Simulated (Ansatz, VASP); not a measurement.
**Two plane-wave programs on Ba**

```
CELL_PARAMETERS angstrom
-2.51259 2.51259 2.47500
2.51259 -2.51259 2.47500
2.51259 2.51259 -2.47500
ATOMIC_POSITIONS crystal
Ba 0.00000 0.00000 0.00000
```

Change from the starting cell: z stretched by -1 % at fixed volume, PAW files.

Alike in both runs: task electric field gradients; functional PBE; k mesh 10 × 10 × 10; occupations fermi-dirac, width 0.03 eV; no spin polarisation.

```csv
,VASP,Ansatz
version,VASP 6.6.1,Ansatz 0.2.0
potentials or method,"VASP PAW PBE potentials, release 64 (Ba_sv)","PAW with Ansatz's default frozen-core files, scalar-relativistic"
plane-wave cutoff (eV),520,420
valence electrons in the cell,10,10
```

Ansatz gave:

- pressure (GPa): 0.1
- traceless stress, the component that is largest in VASP (GPa): 0.05

Q: What did VASP give for the same quantities?

A: Pressure (GPa): 0.2; traceless stress, the component that is largest in VASP (GPa): 0.05.

Neither program's run includes spin-orbit coupling.
